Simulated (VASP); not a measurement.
# Ca3Y (P1) in VASP: a series of runs

The runs below take Ca3Y through single point, with LDA.

Program: VASP 6.6.1. These are calculated values, not measurements. Logs are shortened: lines on timing, memory, paths and dates and some standing lists are left out, and cuts for length are marked.

### 1 The cell of the first run

The typed cell holds 4 atoms: a = 6.004 Å, b = 6.004 Å, c = 6.004 Å, α = 60.00°, β = 60.00°, γ = 60.00°.

### 2 Single point, LDA

The input, INCAR:

```
PREC = Accurate ; ENCUT = 520
EDIFF = 1E-7 ; ISMEAR = 1
SIGMA = 0.1 ; LREAL = F
LASPH = T ; NELM = 80
ALGO = Normal ; ISIF = 2
LWAVE = F ; LCHARG = T
LELF = T ; LVHAR = T
NBANDS = 28
```

The input, KPOINTS:

```
Automatic mesh
0
Gamma
  4 4 4
```

The input, POSCAR:

```
Ca3Y
1.0
    0.0000000000      4.2455650000      4.2455650000
    4.2455650000      0.0000000000      4.2455650000
    4.2455650000      4.2455650000      0.0000000000
Ca Y
3 1
Direct
    0.2441211956      0.2552738866      0.2482537756
    0.7440709439      0.7544226003      0.7494273088
    0.4925510297      0.5069043342      0.4988786248
   -0.0070220420      0.0059704786     -0.0016136115
```

Potentials or basis: VASP PAW LDA potentials, release 64 (Ca_sv, Y_sv).

On the command line:

```
$ cat potpaw_LDA.64/Ca_sv/POTCAR potpaw_LDA.64/Y_sv/POTCAR > POTCAR
$ mpirun -np 1 vasp_std > vasp.out
```

OUTCAR:

```text
PREC = Accurate
   ENCUT = 520
   EDIFF = 1E-7
   ISMEAR = 1
   LREAL = F
   LASPH = T
   NELM = 80
   ISIF = 2

 ion  position               nearest neighbor table
   1  0.244  0.255  0.248-   4 3.67   4 3.68   4 3.68   4 3.68
   2  0.744  0.754  0.749-   4 3.67   4 3.67   4 3.68   4 3.68
   3  0.493  0.507  0.499-
   4  0.993  0.006  0.998-   2 3.67   1 3.67   2 3.67   1 3.68   1 3.68   1 3.68   2 3.68   2 3.68

  LATTYP: Found a face centered cubic cell.
 ALAT       =     8.4911300000

  Lattice vectors:

 A1 = (   0.0000000000,   4.2455650000,   4.2455650000)
 A2 = (   4.2455650000,   0.0000000000,   4.2455650000)
 A3 = (   4.2455650000,   4.2455650000,   0.0000000000)

Analysis of symmetry for initial positions (statically):
=====================================================================
 Subroutine PRICEL returns:
 Original cell was already a primitive cell.

 Routine SETGRP: Setting up the symmetry group for a
 face centered cubic supercell.

 Subroutine GETGRP returns: Found  1 space group operations
 (whereof  1 operations were pure point group operations)
 out of a pool of 48 trial point group operations.

The static configuration has the point symmetry C_1 .

Analysis of symmetry for dynamics (positions and initial velocities):
=====================================================================
 Subroutine PRICEL returns:
 Original cell was already a primitive cell.

 Routine SETGRP: Setting up the symmetry group for a
 face centered cubic supercell.

 Subroutine GETGRP returns: Found  1 space group operations
 (whereof  1 operations were pure point group operations)
 out of a pool of 48 trial point group operations.

The dynamic configuration has the point symmetry C_1 .

 Subroutine INISYM returns: Found  1 space group operations
 (whereof  1 operations are pure point group operations),
 and found     1 'primitive' translations

----------------------------------------------------------------------------------------

                                     Primitive cell

  volume of cell :     153.0511

  direct lattice vectors                    reciprocal lattice vectors
     0.000000000  4.245565000  4.245565000    -0.117769955  0.117769955  0.117769955
     4.245565000  0.000000000  4.245565000     0.117769955 -0.117769955  0.117769955
     4.245565000  4.245565000  0.000000000     0.117769955  0.117769955 -0.117769955
[... 87 lines left out ...]
   NELM   =     80;   NELMIN=  2; NELMDL= -5     # of ELM steps
   EDIFF  = 0.1E-06   stopping-criterion for ELM
   LREAL  =      F    real-space projection
   EDIFFG = 0.1E-05   stopping-criterion for IOM
   NSW    =      0    number of steps for IOM
   IBRION =     -1    ionic relax: 0-MD 1-quasi-New 2-CG
   NFREE  =      0    steps in history (QN), initial steepest desc. (CG)
   ISIF   =      2    stress and relaxation
   ISYM   =      2    0-nonsym 1-usesym 2-fastsym
   POTIM  = 0.5000    time-step for ionic-motion
   TEBEG  =    0.0;   TEEND  =   0.0 temperature during run
   PSTRESS=    0.0 pullay stress
   NELECT =      41.0000    total number of electrons
   NUPDOWN=      -1.0000    fix difference up-down
   EMIN   =  10.00;   EMAX   =-10.00  energy-range for DOS
   EFERMI =   0.00;   METHOD = LEGACY
   ISMEAR =     1;   SIGMA  =   0.10  broadening in eV -4-tet -1-fermi 0-gaus
   EFERMI_NEDOS =   21; number of points for ismear=-14 and -15
   IALGO  =     38    algorithm
   IMIX   =      4    mixing-type and parameters
     AMIX     =   0.40;   BMIX     =  1.00
     AMIX_MAG =   1.60;   BMIX_MAG =  1.00
  volume/ion in A,a.u.               =      38.26       258.21
  Fermi-wavevector in a.u.,A,eV,Ry     =   1.055336  1.994295 15.153263  1.113733
  Thomas-Fermi vector in A             =   2.190530
   LORBIT       =      0    0 simple, 1 ext, 2 COOP (PROOUT), +10 PAW based schemes
   GGA     = CA    functional components
   LHFCALC =     F    Hartree Fock is set to
   AEXX    =    0.0000 exact exchange contribution
   IVDW    =     0    specifies the selected vdW correction
   LEPSILON=     F    determine dielectric tensor
   LRPA    =     F    only Hartree local field effects (RPA)
 non-spin polarized calculation
 Methfessel and Paxton  Order N= 1 SIGMA  =   0.10
  energy-cutoff  :      520.00
  volume of cell :      153.05
 maximum number of plane-waves:      4156
 NGX is ok and might be reduce to    48
   NGX = 23   NGY = 23   NGZ = 23

 number of electron      41.0000001 magnetization

 Free energy of the ion-electron system (eV)
  ---------------------------------------------------
  ext. energy  EPLUGINS =         0.00000000
  ---------------------------------------------------
  free energy    TOTEN  =       -12.96897708 eV

  energy without entropy =      -12.95410166  energy(sigma->0) =      -12.96401861

 E-fermi :   2.1941     XC(G=0):  -8.4821

 val. band max:        2.1727027969   @ k =   0.2500   0.2500   0.0000
 cond. band min:       2.2020209304   @ k =   0.2500   0.0000   0.5000
 fundamental gap:      0.0293181335
 Fermi energy:         2.1940693760

 k-point     1 :       0.0000    0.0000    0.0000
  band No.  band energies     occupation
      1     -41.0583      2.00000
      2     -39.0761      2.00000
      3     -38.9365      2.00000
      4     -38.9336      2.00000
      5     -21.1397      2.00000
      6     -21.1393      2.00000
[... 733 lines left out ...]
     27       3.8410     -0.00000
     28       3.8755     -0.00000

 [... further k-points ...]

------------------------ aborting loop because EDIFF is reached ----------------------------------------

  FORCE on cell =-STRESS in cart. coord.  units (eV):
  Direction    XX          YY          ZZ          XY          YZ          ZX
  --------------------------------------------------------------------------------------
  -------------------------------------------------------------------------------------
  Total       -2.2016650     -2.2017699     -2.2015734      0.0009765     -0.0005417     -0.0015621
  in kB      -23.0475808    -23.0486791    -23.0466212      0.0102219     -0.0056704     -0.0163523
  external PRESSURE =     -23.0476271 kB  Pullay stress =       0.0000000 kB

 VOLUME and BASIS-vectors are now :
 -----------------------------------------------------------------------------
  energy-cutoff  :      520.00
  volume of cell :      153.05
      direct lattice vectors                 reciprocal lattice vectors
     0.000000000  4.245565000  4.245565000    -0.117769955  0.117769955  0.117769955
     4.245565000  0.000000000  4.245565000     0.117769955 -0.117769955  0.117769955
     4.245565000  4.245565000  0.000000000     0.117769955  0.117769955 -0.117769955

 POSITION                                       TOTAL-FORCE (eV/Angst)
 -----------------------------------------------------------------------------------
      2.13776      2.09041      2.12021         0.014235     -0.009783     -0.001481
      6.38469      6.34074      6.36195         0.011456     -0.019390      0.006198
      4.27012      4.20918      4.24325        -0.018687      0.013834     -0.004461
      4.26406      8.45447      4.24110        -0.007004      0.015339     -0.000256
 -----------------------------------------------------------------------------------
    total drift:                               -0.000256     -0.000161      0.000057

  FREE ENERGIE OF THE ION-ELECTRON SYSTEM (eV)
  ---------------------------------------------------
  free  energy   TOTEN  =       -12.9689770836 eV

  energy  without entropy=      -12.9541016610  energy(sigma->0) =      -12.96401861
```

It took 2.2 min on 1 thread of Intel Xeon Platinum 8488C (Sapphire Rapids), shared host; peak memory 0.34 GiB.

Results:

```
Free energy   : -12.9690 eV
Pressure      : -2.3 GPa
Largest force : 0.024 eV/Å
```

Forces on the atoms (eV/Å):
```
Ca   0.014 -0.010 -0.001
Ca   0.011 -0.019  0.006
Ca  -0.019  0.014 -0.004
Y   -0.007  0.015  0.000
```

### 3 Single point, LDA

The input, INCAR:

```
SYSTEM = Ca3Y
ALGO = Normal
EDIFF = 1E-6
ENCUT = 520
ISIF = 2
ISMEAR = 1
LASPH = .True.
LCHARG = .False.
LREAL = .False.
LWAVE = .False.
NBANDS = 28
NELM = 80
PREC = Accurate
SIGMA = 0.1
```

The input, KPOINTS:

```
k-points
0
Gamma
  4 4 4
  0 0 0
```

The input, POSCAR:

```
Ca3Y
1.0
    0.0000000000      4.2455650000      4.2455650000
    4.2455650000      0.0000000000      4.2455650000
    4.2455650000      4.2455650000      0.0000000000
Ca Y
3 1
Direct
    0.2437405288      0.2558886856      0.2483759855
    0.7436439622      0.7552898770      0.7489518852
    0.4930876265      0.5059498591      0.4989150833
   -0.0067509774      0.0054428578     -0.0012968556
```

Potentials or basis: VASP PAW LDA potentials, release 64 (Ca_sv, Y_sv).

On the command line:

```
$ cat potpaw_LDA.64/Ca_sv/POTCAR potpaw_LDA.64/Y_sv/POTCAR > POTCAR
$ mpirun -np 1 vasp_std > vasp.out
```

It took 2 min on 1 thread of Intel Xeon Platinum 8488C (Sapphire Rapids), shared host; peak memory 0.35 GiB.

The run converged. Its results:

```
Free energy   : -12.9692 eV
Pressure      : -2.3 GPa
Largest force : 0.007 eV/Å
```

Forces in eV/Å, atoms in the order of the input:
```
Ca   0.002 -0.002 -0.007
Ca   0.002 -0.006 -0.001
Ca  -0.005  0.003  0.002
Y    0.001  0.004  0.006
```

Levels at points of the mesh, in eV from the Fermi level:
```csv
k point,band 18,band 19,band 20,band 21,band 22,band 23
"(0.00, 0.00, 0.00)",-0.41,-0.41,-0.08,-0.08,-0.08,0.48
"(0.50, 0.00, 0.00)",-2.40,-0.22,-0.22,0.26,0.27,0.27
"(0.00, 0.50, 0.00)",-2.40,-0.22,-0.22,0.25,0.27,0.27
"(0.00, 0.00, 0.50)",-2.40,-0.22,-0.22,0.26,0.27,0.27
"(0.50, 0.50, 0.50)",-2.40,-0.22,-0.22,0.26,0.27,0.27
"(0.50, 0.50, 0.00)",-1.92,-1.25,-1.18,0.26,0.26,0.78
"(0.00, 0.50, 0.50)",-1.92,-1.25,-1.18,0.26,0.26,0.78
"(0.50, 0.00, 0.50)",-1.92,-1.25,-1.18,0.26,0.26,0.78
```
